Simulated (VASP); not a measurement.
Here is a VASP 6.6.1 calculation.

File INCAR:

```
SYSTEM = LuBe6
  PREC = Accurate
  ENCUT = 520
  EDIFF = 1E-6
  ISMEAR = 0
  SIGMA = 0.1
  LREAL = .FALSE.
  LASPH = .TRUE.
  NELM = 100
  ALGO = Normal
  ISIF = 2
  LWAVE = .FALSE.
  LCHARG = .TRUE.
  GGA = PE
  LELF = .TRUE.
  LVHAR = .TRUE.
  NBANDS = 28
```

File KPOINTS:

```
regular mesh
0
G
  8 8 8
  0 0 0
```

Contents of POSCAR:

```
LuBe6
1.0
    4.6991311516      0.0000000000      0.0000000000
    0.0000000000      4.6991311516      0.0000000000
    0.0000000000      0.0000000000      4.6991311516
Lu Be
1 6
Direct
    0.5000000000      0.5000000000      0.5000000000
    0.0000000000      0.0000000000      0.3037671122
    0.0000000000      0.0000000000      0.6962328878
    0.3037671122      0.0000000000      0.0000000000
    0.6962328878      0.0000000000      0.0000000000
    0.0000000000      0.3037671122      0.0000000000
    0.0000000000      0.6962328878      0.0000000000
```

Potentials or basis: VASP PAW PBE potentials, release 64 (Lu, Be).

Run with:

```sh
$ cat potpaw_PBE.64/Lu/POTCAR potpaw_PBE.64/Be/POTCAR > POTCAR
$ mpirun -np 1 vasp_std > vasp.out
```

Task: What does it give for the pressure?

Result: 0.1 GPa.

Task: Estimate the largest force.

Result: 0.019 eV/Å.

Forces in eV/Å, atoms in the order of the input:
```
Lu   0.000  0.000  0.000
Be   0.000  0.000  0.019
Be   0.000  0.000 -0.019
Be   0.019  0.000  0.000
Be  -0.019  0.000  0.000
Be   0.000  0.019  0.000
Be   0.000 -0.019  0.000
```
